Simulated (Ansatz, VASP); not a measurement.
**Zn: VASP beside Ansatz**

```
Zn
1.0
     2.62483    0.00000    0.00000
    -1.31241    2.27317    0.00000
     0.00000    0.00000    4.94670
Zn
2
Direct
  0.33333 0.66667 0.25000
  0.66667 0.33333 0.75000
```

Change from the starting cell: strain -0.0150 x Voigt [1, 1, 0, 0, 0, 0], atoms carried along.

Alike in both runs: task single point; functional LDA; k mesh 21 × 21 × 10; occupations gaussian, width 0.15 eV; no spin polarisation.

```csv
,VASP,Ansatz
version,VASP 6.6.1,Ansatz 0.2.0
potentials or method,"VASP PAW LDA potentials, release 64 (Zn), cutoff 520 eV","scalar-relativistic, plane waves, PAW"
valence electrons in the cell,24,24
```

Ansatz gave:

- gap on the k mesh at the Fermi level (eV): none
- pressure (GPa): -6.7
- traceless stress, the component that is largest in VASP (GPa): 2.54

Task: What did VASP give for the same quantities?

Result: gap on the k mesh at the Fermi level (eV): none; pressure (GPa): -6.2; traceless stress, the component that is largest in VASP (GPa): 2.32.

LDA's correlation is that of Perdew and Zunger in VASP and of Perdew and Wang (1992) in Ansatz. A gap of «none» marks a metal or a gap that the smearing closes.
